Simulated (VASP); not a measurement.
The system is F.

```
F
1.0
    -1.48125    1.48125    1.48125
     1.48125   -1.48125    1.48125
     1.48125    1.48125   -1.48125
F
1
Direct
  0.00000 0.00000 0.00000
```

| Item | Value |
| --- | --- |
| Program | VASP 6.6.1 |
| Task | relaxation of cell and atoms |
| Functional | PBEsol |
| Potentials or basis | VASP PAW PBE potentials, release 64 (F) |
| Cutoff | 600 eV |
| k mesh | 20 × 20 × 20 |
| Occupations | fermi-dirac, width 0.1 eV |
| Spin | no spin polarisation |

At the start: pressure -9.1 GPa; volume 13.00 Å³/atom.

Problem. How do energy, volume and symmetry change on relaxing?

Solution. Over 6 steps the energy falls by 168.6 meV/atom and the volume is 9.16 Å³/atom (-29.6 %); space group Im-3m (No. 229, to 0.05 Å).

The path:
| step | energy change (eV) | largest force (eV/Å) | pressure (GPa) | volume (Å³) |
| --- | --- | --- | --- | --- |
| 1 | 0.0000 | 0.0000 | -9.12 | 13.00 |
| 2 | -0.0764 | 0.0000 | -8.88 | 11.66 |
| 3 | -0.1380 | 0.0000 | 11.34 | 8.19 |
| 4 | -0.1614 | 0.0000 | -3.78 | 9.73 |
| 5 | -0.1682 | 0.0000 | -0.88 | 9.27 |
| 6 | -0.1686 | 0.0000 | 0.03 | 9.16 |

Final structure:
```yaml
crystal:
  lattice:
    - [-1.31795, 1.31795, 1.31795]
    - [1.31795, -1.31795, 1.31795]
    - [1.31795, 1.31795, -1.31795]
  atoms:
    - { symbol: F, position: [0.00000, 0.00000, 0.00000] }
```

Caveat: the volume moved by over 15 % at a fixed basis, so the end points are rough; the PAW data sets were made with another functional, which shifts forces and pressure a little; an odd number of electrons without spin polarisation forces a metal; a magnetic or distorted state may lie lower.
